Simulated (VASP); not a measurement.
Runs of VASP 6.6.1 on PbF2. The structure is that of space group Fm-3m (No. 225), or close to it. The cells are those of the table. 

| cell | gap on the mesh (eV) | pressure (GPa) |
| --- | --- | --- |
| a = 4.074 Å, angles 60.0°, 3 atoms | 4.38 | 9.0 |
| a = 4.137 Å, angles 60.0°, 3 atoms | 4.40 | 4.4 |
| a = 4.106, b = 4.106, c = 4.137 Å, angles 59.7, 59.7, 60.5°, 3 atoms | 4.33 | 5.8 |
| a = 4.137, b = 4.137, c = 4.074 Å, angles 60.5, 60.5, 59.0°, 3 atoms | 4.33 | 5.8 |
| a = 4.326 Å, angles 60.0°, 3 atoms | 4.38 | (a) |

Alike in all rows: task single point; level PBE+D3(BJ); potentials or basis VASP PAW PBE potentials, release 64 (Pb_d, F); no spin polarisation; k mesh 8 × 8 × 8; cutoff (eV) 520; smearing gaussian 0.05 eV.

Task: Fill in the values left out.

Result: (a) -4.1.

Caveats: spin-orbit coupling is left out, which moves the levels of the heavy elements.

A k mesh can miss the band edges, and the runs leave out spin-orbit coupling on Pb.
